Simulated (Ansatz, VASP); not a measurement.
Given: the input of a run of VASP 6.6.1 on BeS.

File INCAR:

```
SYSTEM = BeS
  ALGO = Normal
  EDIFF = 1E-7
  ENCUT = 520
  ISIF = 2
  ISMEAR = -1
  LASPH = .True.
  LCHARG = .False.
  LREAL = .False.
  LWAVE = .False.
  NBANDS = 11
  NELM = 80
  PREC = Accurate
  SIGMA = 0.05
```

Contents of KPOINTS:

```
k-points
0
Gamma
  9 9 9
  0 0 0
```

POSCAR

```
BeS
1.0
    0.0000000000      2.4569115543      2.4569115543
    2.4569115543      0.0000000000      2.4569115543
    2.4569115543      2.4569115543      0.0000000000
S Be
1 1
Direct
    0.7500000000      0.7500000000      0.7500000000
    0.0000000000      0.0000000000      0.0000000000
```

Potentials or basis: VASP PAW LDA potentials, release 64 (S, Be).

Launch:

```sh
$ cat potpaw_LDA.64/S/POTCAR potpaw_LDA.64/Be/POTCAR > POTCAR
$ mpirun -np 1 vasp_std > vasp.out
```

Set up the same calculation for Ansatz 0.2.0. Potentials there: Ansatz PAW.

As run (the cutoff follows the program's own potentials):

input.yaml

```yaml
crystal:
  lattice:
    - [0.0, 2.4569115543, 2.4569115543]
    - [2.4569115543, 0.0, 2.4569115543]
    - [2.4569115543, 2.4569115543, 0.0]
  atoms:
    - { symbol: S, position: [0.75, 0.75, 0.75] }
    - { symbol: Be, position: [0.0, 0.0, 0.0] }
hamiltonian:
  xc: lda
  pseudopotentials: { kind: paw }
kpoints:
  mp_grid: { grid: [9, 9, 9] }
scf:
  occupations: { method: fermi_dirac, width: 0.05 }
output:
  forces: true
  stress: true
  eigenvalues: true
```

Potentials or basis: Ansatz PAW.

Command:

```sh
$ ansatz run input.yaml --threads 1 --pin off --max-ram 3584MiB --backend cpu --events-out ev --progress --plain --runs-dir out
```

Both were run:

|  | VASP | Ansatz | Ansatz less VASP |
| --- | --- | --- | --- |
| gap on the k mesh at the Fermi level (eV) | 3.08 | 3.07 | -0.007 |
| least direct gap on the mesh (eV) | 5.35 | 5.33 | -0.017 |
| pressure (GPa) | -6.4 | -6.5 | -0.03 |

LDA's correlation is that of Perdew and Zunger in VASP and of Perdew and Wang (1992) in Ansatz.

Noted on Ansatz's run: odd divisions of the mesh miss points on the zone boundary, where band edges often lie, so the gap on the mesh can be too wide.
